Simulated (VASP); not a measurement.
Input of a VASP 6.6.1 run:

Contents of INCAR:

```
SYSTEM = Si
ALGO = Normal ; EDIFF = 1E-6
ENCUT = 520 ; GGA = PE
ISIF = 2 ; ISMEAR = -1
LASPH = .True. ; LCHARG = .False.
LREAL = .False. ; LWAVE = .False.
NBANDS = 13 ; NELM = 80
PREC = Accurate ; SIGMA = 0.08
```

Contents of KPOINTS:

```
k-points
0
Gamma
  9 9 12
  0 0 0
```

POSCAR

```
Si
1.0
    4.2790224695      0.0000000000      0.0000000000
   -2.1395112348      3.7057421620      0.0000000000
    0.0000000000      0.0000000000      2.5058959184
Si
3
Direct
    0.0000000000      0.0000000000      0.0000000000
    0.3333333333      0.6666666667      0.5000000000
    0.6666666667      0.3333333333      0.5000000000
```

Potentials or basis: VASP PAW PBE potentials, release 64 (Si).

Command:

```console
$ cat potpaw_PBE.64/Si/POTCAR > POTCAR
$ mpirun -np 1 vasp_std > vasp.out
```

Question: Estimate the pressure.

Answer: 12.9 GPa.

Question: Estimate the band gap on the k mesh.

Answer: Zero (bands 6 and 7 overlap by 7.85 eV).

Caveat: the cell stands under pressure.
